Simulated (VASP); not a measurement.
# Ta2N in VASP: notebook

Ta2N is run at these levels: LDA; tasks: single point.

All numbers are computed with VASP 6.6.1; they aren't measurements. Logs are shortened: lines on timing, memory, paths and dates and some standing lists are left out, and cuts for length are marked.

## 1. The cell of the first run

Symmetry: P-3m1, No. 164, trigonal system. The conventional cell has a = 3.062 Å, b = 3.062 Å, c = 5.011 Å, α = 90.00°, β = 90.00°, γ = 120.00°. Ta (site symmetry 3m) has 3 N at 2.18 Å within 2.9 Å. Within 2.9 Å of N (site symmetry -3m) lie 6 Ta at 2.18 Å.

## 2. Single point, LDA (engineering shear strain xy +0.0000, normal strain along z +0.0467)

File INCAR:

```
SYSTEM = Ta2N
ALGO = Normal ; EDIFF = 1E-6
ENCUT = 520 ; GGA = CA
ISIF = 2 ; ISMEAR = 0
LASPH = .TRUE. ; LCHARG = .FALSE.
LREAL = .FALSE. ; LWAVE = .FALSE.
NBANDS = 20 ; NELM = 60
PREC = Accurate ; SIGMA = 0.15
```

File KPOINTS:

```
k-points
0
G
  15 15 8
  0 0 0
```

File POSCAR:

```
Ta2N
1.0
    3.0618406011      0.0000000000      0.0000000000
   -1.5309203006      2.6516317429      0.0000000000
    0.0000000000      0.0000000000      5.0107231719
Ta N
2 1
Direct
    0.6666666667      0.3333333333      0.7466885012
    0.3333333333      0.6666666667      0.2533114988
    0.0000000000      0.0000000000      0.0000000000
```

Potentials or basis: VASP PAW LDA potentials, release 64 (Ta_pv, N).

Run with:

```sh
$ cat potpaw_LDA.64/Ta_pv/POTCAR potpaw_LDA.64/N/POTCAR > POTCAR
$ mpirun -np 1 vasp_std > vasp.out
```

OUTCAR:

```text
SYSTEM = Ta2N
   EDIFF = 1E-6
   ENCUT = 520
   GGA = CA
   ISIF = 2
   ISMEAR = 0
   LASPH = .TRUE.
   LREAL = .FALSE.
   NELM = 60
   PREC = Accurate

 ion  position               nearest neighbor table
   1  0.667  0.333  0.747-   3 2.18   3 2.18   3 2.18   2 3.04   2 3.04   2 3.04   2 3.09   2 3.09
                             2 3.09
   2  0.333  0.667  0.253-   3 2.18   3 2.18   3 2.18   1 3.04   1 3.04   1 3.04   1 3.09   1 3.09
                             1 3.09
   3  0.000  0.000  0.000-   1 2.18   2 2.18   1 2.18   2 2.18   1 2.18   2 2.18

  LATTYP: Found a hexagonal cell.
 ALAT       =     3.0618406011
 C/A-ratio  =     1.6365068678

  Lattice vectors:

 A1 = (   3.0618406011,   0.0000000000,   0.0000000000)
 A2 = (  -1.5309203006,   2.6516317429,   0.0000000000)
 A3 = (   0.0000000000,   0.0000000000,   5.0107231719)

Analysis of symmetry for initial positions (statically):
=====================================================================
 Subroutine PRICEL returns:
 Original cell was already a primitive cell.

 Routine SETGRP: Setting up the symmetry group for a
 hexagonal supercell.

 Subroutine GETGRP returns: Found 12 space group operations
 (whereof 12 operations were pure point group operations)
 out of a pool of 24 trial point group operations.

The static configuration has the point symmetry D_3d.

Analysis of symmetry for dynamics (positions and initial velocities):
=====================================================================
 Subroutine PRICEL returns:
 Original cell was already a primitive cell.

 Routine SETGRP: Setting up the symmetry group for a
 hexagonal supercell.

 Subroutine GETGRP returns: Found 12 space group operations
 (whereof 12 operations were pure point group operations)
 out of a pool of 24 trial point group operations.

The dynamic configuration has the point symmetry D_3d.

 Subroutine INISYM returns: Found 12 space group operations
 (whereof 12 operations are pure point group operations),
 and found     1 'primitive' translations

----------------------------------------------------------------------------------------

                                     Primitive cell

  volume of cell :      40.6814

  direct lattice vectors                    reciprocal lattice vectors
     3.061840601  0.000000000  0.000000000     0.326600934  0.188563137  0.000000000
    -1.530920301  2.651631743  0.000000000     0.000000000  0.377126274  0.000000000
     0.000000000  0.000000000  5.010723172     0.000000000  0.000000000  0.199571991

  length of vectors
     3.061840601  3.061840601  5.010723172     0.377126274  0.377126274  0.199571991

  position of ions in fractional coordinates (direct lattice)
     0.666666667  0.333333333  0.746688501
     0.333333333  0.666666667  0.253311499
     0.000000000  0.000000000  0.000000000

  ion indices of the primitive-cell ions
   primitive index   ion index
                 1           1
                 2           2
                 3           3

----------------------------------------------------------------------------------------

 KPOINTS: k-points

Automatic generation of k-mesh.
 Grid dimensions read from file:
 generate k-points for:   15   15    8

 Generating k-lattice:

  Cartesian coordinates                     Fractional coordinates (reciprocal lattice)
     0.021773396  0.012570876  0.000000000     0.066666667  0.000000000  0.000000000
     0.000000000  0.025141752  0.000000000     0.000000000  0.066666667  0.000000000
     0.000000000  0.000000000  0.024946499     0.000000000  0.000000000  0.125000000

  Length of vectors
     0.025141752  0.025141752  0.024946499

  Shift w.r.t. Gamma in fractional coordinates (k-lattice)
     0.000000000  0.000000000  0.000000000

 Subroutine IBZKPT returns following result:
 ===========================================

 Found    192 irreducible k-points:

 Following reciprocal coordinates:
            Coordinates               Weight
  0.000000  0.000000  0.000000      1.000000
  0.066667 -0.000000  0.000000      6.000000
  0.133333 -0.000000  0.000000      6.000000
  0.200000  0.000000  0.000000      6.000000
  0.266667 -0.000000  0.000000      6.000000
  0.333333  0.000000  0.000000      6.000000
[... 16 lines left out ...]
  0.333333  0.200000  0.000000     12.000000
  0.400000  0.200000  0.000000      6.000000
 [... further k-points ...]
   k-points           NKPTS =    192   k-points in BZ     NKDIM =    192   number of bands    NBANDS=     20
   number of dos      NEDOS =    301   number of ions     NIONS =      3
   total plane-waves  NPLWV =  23040
   dimension x,y,z NGX =    24 NGY =   24 NGZ =   40
   dimension x,y,z NGXF=    48 NGYF=   48 NGZF=   80
   ions per type =               2   1
   NGX,Y,Z   is equivalent  to a cutoff of  13.03, 13.03, 13.27 a.u.
   NGXF,Y,Z  is equivalent  to a cutoff of  26.06, 26.06, 26.54 a.u.
 SYSTEM =  Ta2N
[... 87 lines left out ...]
     20      12.3478      0.00000

 k-point     3 :       0.1333   -0.0000    0.0000
  band No.  band energies     occupation
      1     -28.0814      2.00000
      2     -27.4674      2.00000
      3     -27.3859      2.00000
      4     -27.3642      2.00000
      5     -27.2603      2.00000
      6     -27.2412      2.00000
[... 12 lines left out ...]
     19       9.8422      0.00000
     20      12.1688      0.00000

 k-point     4 :       0.2000    0.0000    0.0000
  band No.  band energies     occupation
      1     -28.0208      2.00000
      2     -27.5979      2.00000
      3     -27.4860      2.00000
      4     -27.4257      2.00000
      5     -27.2776      2.00000
      6     -27.2622      2.00000
[... 12 lines left out ...]
     19      10.9262      0.00000
     20      11.8812      0.00000

 k-point     5 :       0.2667   -0.0000    0.0000
  band No.  band energies     occupation
      1     -27.9472      2.00000
      2     -27.7445      2.00000
      3     -27.6192      2.00000
      4     -27.4693      2.00000
      5     -27.2993      2.00000
      6     -27.2931      2.00000
[... 12 lines left out ...]
     19      11.5499      0.00000
     20      12.0788      0.00000

 k-point     6 :       0.3333    0.0000    0.0000
  band No.  band energies     occupation
      1     -27.9176      2.00000
      2     -27.8333      2.00000
      3     -27.7400      2.00000
      4     -27.5095      2.00000
      5     -27.3333      2.00000
      6     -27.3212      2.00000
[... 12 lines left out ...]
     19      11.5053      0.00000
     20      12.7620      0.00000

 k-point     7 :       0.4000    0.0000    0.0000
  band No.  band energies     occupation
      1     -28.0100      2.00000
      2     -27.8418      2.00000
      3     -27.7618      2.00000
      4     -27.5401      2.00000
      5     -27.3783      2.00000
      6     -27.3388      2.00000
[... 12 lines left out ...]
     19      11.5231      0.00000
     20      12.3615      0.00000
[... 277 lines left out ...]
 k-point    20 :       0.4000    0.1333    0.0000
  band No.  band energies     occupation
      1     -28.0354      2.00000
      2     -27.8584      2.00000
      3     -27.6834      2.00000
      4     -27.6179      2.00000
      5     -27.4331      2.00000
      6     -27.4250      2.00000
[... 12 lines left out ...]
     19      11.8876      0.00000
     20      12.4609      0.00000

 k-point    21 :       0.2000    0.2000    0.0000
  band No.  band energies     occupation
      1     -27.8784      2.00000
      2     -27.7883      2.00000
      3     -27.7808      2.00000
      4     -27.5208      2.00000
      5     -27.4188      2.00000
      6     -27.3428      2.00000
[... 12 lines left out ...]
     19      12.3672      0.00000
     20      12.3700      0.00000

 k-point    22 :       0.2667    0.2000    0.0000
  band No.  band energies     occupation
      1     -27.9321      2.00000
      2     -27.8187      2.00000
      3     -27.7404      2.00000
      4     -27.5891      2.00000
      5     -27.4691      2.00000
      6     -27.3887      2.00000
[... 12 lines left out ...]
     19      12.4559      0.00000
     20      12.7631      0.00000

 k-point    23 :       0.3333    0.2000    0.0000
  band No.  band energies     occupation
      1     -27.9865      2.00000
      2     -27.8262      2.00000
      3     -27.6753      2.00000
      4     -27.6534      2.00000
      5     -27.4999      2.00000
      6     -27.4370      2.00000
[... 12 lines left out ...]
     19      11.9604      0.00000
     20      13.2123      0.00000

 k-point    24 :       0.4000    0.2000    0.0000
  band No.  band energies     occupation
      1     -28.0062      2.00000
      2     -27.8229      2.00000
      3     -27.6838      2.00000
      4     -27.6418      2.00000
      5     -27.5094      2.00000
      6     -27.4635      2.00000
[... 12 lines left out ...]
     19      11.5874      0.00000
     20      13.4438      0.00000

 [... further k-points ...]

------------------------ aborting loop because EDIFF is reached ----------------------------------------

  FORCE on cell =-STRESS in cart. coord.  units (eV):
  Direction    XX          YY          ZZ          XY          YZ          ZX
  --------------------------------------------------------------------------------------
  -------------------------------------------------------------------------------------
  Total       -2.2000746     -2.2000746     -4.4580359      0.0000000      0.0000000     -0.0000000
  in kB      -86.6466540    -86.6466540   -175.5730859      0.0000000      0.0000000     -0.0000000
  external PRESSURE =    -116.2887980 kB  Pullay stress =       0.0000000 kB

 VOLUME and BASIS-vectors are now :
 -----------------------------------------------------------------------------
  energy-cutoff  :      520.00
  volume of cell :       40.68
      direct lattice vectors                 reciprocal lattice vectors
     3.061840601  0.000000000  0.000000000     0.326600934  0.188563137  0.000000000
    -1.530920301  2.651631743  0.000000000     0.000000000  0.377126274  0.000000000
     0.000000000  0.000000000  5.010723172     0.000000000  0.000000000  0.199571991

 POSITION                                       TOTAL-FORCE (eV/Angst)
 -----------------------------------------------------------------------------------
      1.53092      0.88388      3.74145         0.000000     -0.000000     -0.061604
     -0.00000      1.76775      1.26927        -0.000000      0.000000      0.061604
      0.00000      0.00000      0.00000         0.000000      0.000000      0.000000
 -----------------------------------------------------------------------------------
    total drift:                                0.000000     -0.000000      0.000000

  FREE ENERGIE OF THE ION-ELECTRON SYSTEM (eV)
  ---------------------------------------------------
  free  energy   TOTEN  =       -37.5636170231 eV

  energy  without entropy=      -37.5483822455  energy(sigma->0) =      -37.55599963
```

Wall time 80 s (1 thread of AMD EPYC 9R45 (Zen 5), shared host); peak memory 0.22 GiB.

What came out:

| Quantity | Value |
| --- | --- |
| Free energy | -37.5636 eV |
| Pressure | -11.6 GPa |
| Largest force | 0.062 eV/Å |
| Band gap on the k mesh | zero (an odd number of electrons rules out a gap without spin polarisation) |

Forces on the atoms (eV/Å):
```
Ta   0.000  0.000 -0.062
Ta   0.000  0.000  0.062
N    0.000  0.000  0.000
```

Caveat: the cell differs from its parent crystal (engineering shear strain xy +0.0000, normal strain along z +0.0467); the cell stands under tension; spin-orbit coupling is left out, which moves the levels of the heavy elements.

## 3. Single point, LDA (engineering shear strain xy +0.0000, normal strain along z +0.0700)

File INCAR:

```
SYSTEM = Ta2N
ALGO = Normal ; EDIFF = 1E-6
ENCUT = 520 ; ISIF = 2
ISMEAR = 0 ; LASPH = .True.
LCHARG = .False. ; LREAL = .False.
LWAVE = .False. ; NBANDS = 20
NELM = 80 ; PREC = Accurate
SIGMA = 0.15
```

File KPOINTS:

```
k-points
0
Gamma
  15 15 8
  0 0 0
```

Changes to POSCAR since step 2:

```diff
@@ -4,3 +4,3 @@
    -1.5309203006      2.6516317429      0.0000000000
-    0.0000000000      0.0000000000      5.0107231719
+    0.0000000000      0.0000000000      5.1222640622
 Ta N
```

Potentials or basis: VASP PAW LDA potentials, release 64 (Ta_pv, N).

Run with:

```sh
$ cat potpaw_LDA.64/Ta_pv/POTCAR potpaw_LDA.64/N/POTCAR > POTCAR
$ mpirun -np 1 vasp_std > vasp.out
```

Run time: 83 s. Hardware: 1 thread of AMD EPYC 9R45 (Zen 5), shared host; peak memory 0.22 GiB.

It converged, with:

```yaml
Free_energy: -37.4434 eV
Pressure: -16.9 GPa
Largest_force: 0.034 eV/Å
Band_gap_on_the_k_mesh: zero (an odd number of electrons rules out a gap without spin polarisation)
```

Forces in eV/Å, atoms in the order of the input:
```
Ta   0.000  0.000 -0.034
Ta   0.000  0.000  0.034
N    0.000  0.000  0.000
```

Stress tensor (GPa, compression positive):
```
-12.94   0.00   0.00
  0.00 -12.94   0.00
  0.00   0.00 -24.96
```

Levels at points of the mesh, in eV from the Fermi level:
| k point | band 10 | band 11 | band 12 | band 13 | band 14 | band 15 | band 16 | band 17 |
| --- | --- | --- | --- | --- | --- | --- | --- | --- |
| (0.00, 0.00, 0.00) | -5.61 | -4.89 | -1.18 | -0.23 | -0.23 | 0.27 | 0.74 | 0.74 |
| (0.00, 0.00, 0.50) | -5.74 | -3.16 | -2.77 | -0.82 | -0.82 | 1.41 | 2.19 | 2.19 |

Caveat: the cell differs from its parent crystal (engineering shear strain xy +0.0000, normal strain along z +0.0700); the cell stands under tension; spin-orbit coupling is left out, which moves the levels of the heavy elements.

## 4. Single point, LDA

This run uses another cell than the first one, of 12.96 Å³/atom.

File INCAR:

```
SYSTEM = Ta2N
PREC = Accurate ; ENCUT = 520
EDIFF = 1E-7 ; ISMEAR = 0
SIGMA = 0.15 ; LREAL = .FALSE.
LASPH = .TRUE. ; NELM = 60
ALGO = Normal ; ISIF = 2
LWAVE = .FALSE. ; LCHARG = .FALSE.
GGA = CA ; NBANDS = 20
```

File KPOINTS:

```
Automatic mesh
0
G
  15 15 8
  0 0 0
```

Changes to POSCAR since step 3:

```diff
@@ -4,3 +4,3 @@
    -1.5309203006      2.6516317429      0.0000000000
-    0.0000000000      0.0000000000      5.1222640622
+    0.0000000000      0.0000000000      4.7871626750
 Ta N
```

Run with:

```sh
$ cat potpaw_LDA.64/Ta_pv/POTCAR potpaw_LDA.64/N/POTCAR > POTCAR
$ mpirun -np 1 vasp_std > vasp.out
```

It took 81 s on 1 thread of AMD EPYC 9R45 (Zen 5), shared host; peak memory 0.21 GiB.

It converged, with:

```
Free energy            : -37.6603 eV
Pressure               : 1.6 GPa
Largest force          : 0.054 eV/Å
Band gap on the k mesh : zero (an odd number of electrons rules out a gap without spin polarisation)
```

Forces in eV/Å, atoms in the order of the input:
```
Ta   0.000  0.000 -0.054
Ta   0.000  0.000  0.054
N    0.000  0.000  0.000
```

Stress tensor (GPa, compression positive):
```
1.74 0.00 0.00
0.00 1.74 0.00
0.00 0.00 1.34
```

Levels at points of the mesh, in eV from the Fermi level:
| k point | band 11 | band 12 | band 13 | band 14 | band 15 | band 16 |
| --- | --- | --- | --- | --- | --- | --- |
| (0.00, 0.00, 0.00) | -4.73 | -0.71 | -0.28 | -0.28 | 0.26 | 0.26 |
| (0.00, 0.00, 0.50) | -2.87 | -2.58 | -1.22 | -1.22 | 1.92 | 2.31 |

Caveat: spin-orbit coupling is left out, which moves the levels of the heavy elements.

## 5. Single point, LDA (engineering shear strain xy -0.0467, normal strain along z +0.0700)

File INCAR:

```
SYSTEM = Ta2N
PREC = Accurate
ENCUT = 520
EDIFF = 1E-6
ISMEAR = 0
SIGMA = 0.15
LREAL = .False.
LASPH = .True.
NELM = 100
ALGO = Normal
ISIF = 2
LWAVE = .False.
LCHARG = .False.
NBANDS = 20
```

File KPOINTS:

```
Automatic mesh
0
Gamma
  15 15 8
  0 0 0
```

File POSCAR:

```
Ta2N
1.0
    3.0618406011     -0.0714939780      0.0000000000
   -1.5928359018      2.6873787319      0.0000000000
    0.0000000000      0.0000000000      5.1222640622
Ta N
2 1
Direct
    0.6666666667      0.3333333333      0.7466885012
    0.3333333333      0.6666666667      0.2533114988
    0.0000000000      0.0000000000      0.0000000000
```

Run with:

```sh
$ cat potpaw_LDA.64/Ta_pv/POTCAR potpaw_LDA.64/N/POTCAR > POTCAR
$ mpirun -np 1 vasp_std > vasp.out
```

It took 8.1 min on 1 thread of AMD EPYC 7R13 (Zen 3), shared host; peak memory 0.67 GiB.

The run converged. Its results:

- Free energy: -37.4074 eV
- Pressure: -16.5 GPa
- Largest force: 0.120 eV/Å
- Band gap on the k mesh: zero (an odd number of electrons rules out a gap without spin polarisation)

Forces in eV/Å, atoms in the order of the input:
```
Ta   0.085 -0.003 -0.085
Ta  -0.085  0.003  0.085
N    0.000  0.000  0.000
```

Stress tensor (GPa, compression positive):
```
-12.42   6.19  -2.29
  6.19 -12.54  -0.07
 -2.29  -0.07 -24.45
```

Levels at points of the mesh, in eV from the Fermi level:
```csv
k point,band 9,band 10,band 11,band 12,band 13,band 14,band 15,band 16,band 17,band 18
"(0.00, 0.00, 0.00)",-5.79,-5.42,-4.89,-1.19,-0.63,0.19,0.26,0.60,0.88,0.93
"(0.00, 0.00, 0.50)",-5.91,-5.55,-3.16,-2.77,-1.21,-0.41,1.34,1.78,2.05,2.21
```

Caveat: the cell differs from its parent crystal (engineering shear strain xy -0.0467, normal strain along z +0.0700); the cell stands under tension; spin-orbit coupling is left out, which moves the levels of the heavy elements.

## 6. The runs side by side

| cell | gap on the mesh (eV) | pressure (GPa) | largest force (eV/Å) |
| --- | --- | --- | --- |
| a = 3.062, b = 3.062, c = 5.011 Å, angles 90.0, 90.0, 120.0°, 3 atoms | none | -11.6 | 0.06 |
| a = 3.062, b = 3.062, c = 5.122 Å, angles 90.0, 90.0, 120.0°, 3 atoms | none | -16.9 | 0.03 |
| a = 3.062, b = 3.062, c = 4.787 Å, angles 90.0, 90.0, 120.0°, 3 atoms | none | 1.6 | 0.05 |
| a = 3.063, b = 3.124, c = 5.122 Å, angles 90.0, 90.0, 122.0°, 3 atoms | none | -16.5 | 0.12 |

Alike in all rows: task single point; level LDA; potentials or basis VASP PAW LDA potentials, release 64 (Ta_pv, N); no spin polarisation; k mesh 15 × 15 × 8; cutoff (eV) 520; smearing gaussian 0.15 eV.

Caveats: spin-orbit coupling is left out, which moves the levels of the heavy elements; the cell stands under tension (at least some runs).

Absolute energies hang on the potentials; compare differences alone.
